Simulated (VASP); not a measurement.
# Ga (P6/mmm) in VASP: further runs

The runs below take Ga through single point, with PBEsol.

All numbers are computed with VASP 6.6.1; they aren't measurements. Logs are shortened: lines on timing, memory, paths and dates and some standing lists are left out, and cuts for length are marked.

## 1. The cell of the first run

The structure is hexagonal, space group P6/mmm (No. 191). Conventional cell: a = 3.989 Å, b = 3.989 Å, c = 2.369 Å, α = 90.00°, β = 90.00°, γ = 120.00°. Ga (site symmetry 6/mmm) has 14 Ga at 2.37 to 2.59 Å within 3.1 Å. Within 3.0 Å of Ga (site symmetry -6m2) lie 11 Ga at 2.30 to 2.59 Å.

## 2. Single point, PBEsol

INCAR

```
SYSTEM = Ga
  PREC = Accurate
  ENCUT = 520
  EDIFF = 1E-6
  ISMEAR = -1
  SIGMA = 0.08
  LREAL = .False.
  LASPH = .True.
  NELM = 80
  ALGO = Normal
  ISIF = 2
  LWAVE = .False.
  LCHARG = .False.
  GGA = PS
  NBANDS = 26
```

KPOINTS

```
Automatic mesh
0
Gamma
  9 9 13
  0 0 0
```

POSCAR

```
Ga
1.0
    3.9891136828      0.0000000000      0.0000000000
   -1.9945568414      3.4546737879      0.0000000000
    0.0000000000      0.0000000000      2.3690598625
Ga
3
Direct
    0.0000000000      0.0000000000      0.0000000000
    0.3333333333      0.6666666667      0.5000000000
    0.6666666667      0.3333333333      0.5000000000
```

Potentials or basis: VASP PAW PBE potentials, release 64 (Ga_d).

Launch:

```console
$ cat potpaw_PBE.64/Ga_d/POTCAR > POTCAR
$ mpirun -np 1 vasp_std > vasp.out
```

OUTCAR:

```text
SYSTEM = Ga
   PREC = Accurate
   ENCUT = 520
   EDIFF = 1E-6
   ISMEAR = -1
   LREAL = .False.
   LASPH = .True.
   NELM = 80
   ISIF = 2
   GGA = PS

 ion  position               nearest neighbor table
   1  0.000  0.000  0.000-   2 2.59   3 2.59   2 2.59   3 2.59   3 2.59   3 2.59   2 2.59   2 2.59
                             3 2.59   3 2.59   2 2.59   2 2.59
   2  0.333  0.667  0.500-   3 2.30   3 2.30   3 2.30   1 2.59   1 2.59   1 2.59   1 2.59   1 2.59
                             1 2.59
   3  0.667  0.333  0.500-   2 2.30   2 2.30   2 2.30   1 2.59   1 2.59   1 2.59   1 2.59   1 2.59
                             1 2.59

  LATTYP: Found a hexagonal cell.
 ALAT       =     3.9891136828
 C/A-ratio  =     0.5938812606

  Lattice vectors:

 A1 = (   3.9891136828,   0.0000000000,   0.0000000000)
 A2 = (  -1.9945568414,   3.4546737879,   0.0000000000)
 A3 = (   0.0000000000,   0.0000000000,   2.3690598625)

Analysis of symmetry for initial positions (statically):
=====================================================================
 Subroutine PRICEL returns:
 Original cell was already a primitive cell.

 Routine SETGRP: Setting up the symmetry group for a
 hexagonal supercell.

 Subroutine GETGRP returns: Found 24 space group operations
 (whereof 24 operations were pure point group operations)
 out of a pool of 24 trial point group operations.

The static configuration has the point symmetry D_6h.

Analysis of symmetry for dynamics (positions and initial velocities):
=====================================================================
 Subroutine PRICEL returns:
 Original cell was already a primitive cell.

 Routine SETGRP: Setting up the symmetry group for a
 hexagonal supercell.

 Subroutine GETGRP returns: Found 24 space group operations
 (whereof 24 operations were pure point group operations)
 out of a pool of 24 trial point group operations.

The dynamic configuration has the point symmetry D_6h.

 Subroutine INISYM returns: Found 24 space group operations
 (whereof 24 operations are pure point group operations),
 and found     1 'primitive' translations

----------------------------------------------------------------------------------------

                                     Primitive cell

  volume of cell :      32.6482

  direct lattice vectors                    reciprocal lattice vectors
     3.989113683  0.000000000  0.000000000     0.250682252  0.144731465  0.000000000
    -1.994556841  3.454673788  0.000000000     0.000000000  0.289462931  0.000000000
[... 80 lines left out ...]
   ICHARG =      2    charge: 1-file 2-atom 10-const
   ISPIN  =      1    spin polarized calculation?
   LNONCOLLINEAR =      F non collinear calculations
   LSORBIT =      F    spin-orbit coupling
   LASPH  =      T    aspherical Exc in radial PAW
   ENCUT  =  520.0 eV  38.22 Ry    6.18 a.u.   7.42  7.42  4.40*2*pi/ulx,y,z
   NELM   =     80;   NELMIN=  2; NELMDL= -5     # of ELM steps
   EDIFF  = 0.1E-05   stopping-criterion for ELM
   LREAL  =      F    real-space projection
   EDIFFG = 0.1E-04   stopping-criterion for IOM
   NSW    =      0    number of steps for IOM
   IBRION =     -1    ionic relax: 0-MD 1-quasi-New 2-CG
   NFREE  =      0    steps in history (QN), initial steepest desc. (CG)
   ISIF   =      2    stress and relaxation
   ISYM   =      2    0-nonsym 1-usesym 2-fastsym
   POTIM  = 0.5000    time-step for ionic-motion
   TEBEG  =    0.0;   TEEND  =   0.0 temperature during run
   PSTRESS=    0.0 pullay stress
   NELECT =      39.0000    total number of electrons
   NUPDOWN=      -1.0000    fix difference up-down
   EMIN   =  10.00;   EMAX   =-10.00  energy-range for DOS
   EFERMI =   0.00;   METHOD = LEGACY
   ISMEAR =    -1;   SIGMA  =   0.08  broadening in eV -4-tet -1-fermi 0-gaus
   EFERMI_NEDOS =   21; number of points for ismear=-14 and -15
   IALGO  =     38    algorithm
   IMIX   =      4    mixing-type and parameters
     AMIX     =   0.40;   BMIX     =  1.00
     AMIX_MAG =   1.60;   BMIX_MAG =  1.00
  volume/ion in A,a.u.               =      10.88        73.44
  Fermi-wavevector in a.u.,A,eV,Ry     =   1.737040  3.282530 41.052977  3.017309
  Thomas-Fermi vector in A             =   2.810340
   LORBIT       =      0    0 simple, 1 ext, 2 COOP (PROOUT), +10 PAW based schemes
   GGA     = PS    functional components
   LHFCALC =     F    Hartree Fock is set to
   AEXX    =    0.0000 exact exchange contribution
   IVDW    =     0    specifies the selected vdW correction
   LEPSILON=     F    determine dielectric tensor
   LRPA    =     F    only Hartree local field effects (RPA)
 non-spin polarized calculation
  energy-cutoff  :      520.00
  volume of cell :       32.65
 maximum number of plane-waves:       927
 NGX is ok and might be reduce to    30
   NGX = 15   NGY = 15   NGZ =  9

 number of electron      38.9999951 magnetization

 Free energy of the ion-electron system (eV)
  ---------------------------------------------------
  ext. energy  EPLUGINS =         0.00000000
  ---------------------------------------------------
  free energy    TOTEN  =        -5.77787572 eV

  energy without entropy =       -5.75821502  energy(sigma->0) =       -5.76804537

 E-fermi :  12.2650     XC(G=0): -14.2444

 val. band max:       12.2225033132   @ k =   0.2222   0.1111   0.0769
 cond. band min:      12.3134207178   @ k =   0.1111   0.1111   0.3077
 fundamental gap:      0.0909174046
 Fermi energy:        12.2649653223

 k-point     1 :       0.0000    0.0000    0.0000
  band No.  band energies     occupation
      1      -4.7149      2.00000
      2      -4.3077      2.00000
      3      -4.0886      2.00000
      4      -4.0852      2.00000
      5      -3.9371      2.00000
      6      -3.9371      2.00000
[... 685 lines left out ...]
     25      24.6862      0.00000
     26      24.8204      0.00000

 [... further k-points ...]
[... 5 lines left out ...]
  --------------------------------------------------------------------------------------
  -------------------------------------------------------------------------------------
  Total       20.4981255     20.4981255     20.4954913      0.0000000     -0.0000000     -0.0000000
  in kB     1005.9241553   1005.9241553   1005.7948846      0.0000000     -0.0000000     -0.0000000
  external PRESSURE =    1005.8810651 kB  Pullay stress =       0.0000000 kB

 VOLUME and BASIS-vectors are now :
 -----------------------------------------------------------------------------
  energy-cutoff  :      520.00
  volume of cell :       32.65
      direct lattice vectors                 reciprocal lattice vectors
     3.989113683  0.000000000  0.000000000     0.250682252  0.144731465  0.000000000
    -1.994556841  3.454673788  0.000000000     0.000000000  0.289462931  0.000000000
     0.000000000  0.000000000  2.369059862     0.000000000  0.000000000  0.422108371

 POSITION                                       TOTAL-FORCE (eV/Angst)
 -----------------------------------------------------------------------------------
      0.00000      0.00000      0.00000         0.000000      0.000000     -0.000000
     -0.00000      2.30312      1.18453        -0.000000      0.000000      0.000000
      1.99456      1.15156      1.18453         0.000000     -0.000000     -0.000000
 -----------------------------------------------------------------------------------
    total drift:                               -0.000000      0.000000      0.000000

  FREE ENERGIE OF THE ION-ELECTRON SYSTEM (eV)
  ---------------------------------------------------
  free  energy   TOTEN  =        -5.7778757174 eV

  energy  without entropy=       -5.7582150207  energy(sigma->0) =       -5.76804537
```

OSZICAR:

```text
N       E                     dE             d eps       ncg     rms          rms(c)
DAV:   1     0.204473686251E+03    0.20447E+03   -0.18864E+04  5144   0.321E+03
DAV:   2     0.121769364470E+02   -0.19230E+03   -0.18786E+03  4460   0.436E+02
DAV:   3    -0.583350308259E+01   -0.18010E+02   -0.17827E+02  4790   0.122E+02
DAV:   4    -0.617018855185E+01   -0.33669E+00   -0.33626E+00  5238   0.187E+01
DAV:   5    -0.617664989893E+01   -0.64613E-02   -0.64604E-02  5668   0.251E+00    0.342E+00
DAV:   6    -0.588158313957E+01    0.29507E+00   -0.35439E-01  5886   0.154E+01    0.158E+00
DAV:   7    -0.578764013368E+01    0.93943E-01   -0.95647E-02  6024   0.546E+00    0.327E-01
DAV:   8    -0.577784515243E+01    0.97950E-02   -0.17463E-02  5062   0.223E+00    0.670E-02
DAV:   9    -0.577788171448E+01   -0.36562E-04   -0.24657E-03  5610   0.880E-01    0.327E-02
DAV:  10    -0.577787931718E+01    0.23973E-05   -0.25068E-04  5634   0.795E-01    0.103E-02
DAV:  11    -0.577787412623E+01    0.51910E-05   -0.74338E-05  6456   0.252E-01    0.346E-03
DAV:  12    -0.577787585902E+01   -0.17328E-05   -0.93125E-06  6156   0.957E-02    0.234E-03
DAV:  13    -0.577787571738E+01    0.14164E-06   -0.36173E-06  3840   0.597E-02
   1 F= -.57778757E+01 E0= -.57680454E+01  d E =-.196607E-01
```

Run time: 34 s. Hardware: 1 thread of AMD EPYC 9R45 (Zen 5), shared host; peak memory 0.15 GiB.

What came out:

* Free energy: -5.7779 eV
* Pressure: 100.6 GPa

Levels at points of the mesh, in eV from the Fermi level:
| k point | band 16 | band 17 | band 18 | band 19 | band 20 | band 21 | band 22 | band 23 |
| --- | --- | --- | --- | --- | --- | --- | --- | --- |
| (0.00, 0.00, 0.00) | -15.34 | -3.19 | -3.19 | -3.16 | -3.16 | -2.23 | -2.05 | 9.28 |

Caveat: the PAW data sets were made with another functional, which shifts forces and pressure a little.

[end of part 1 of 2]
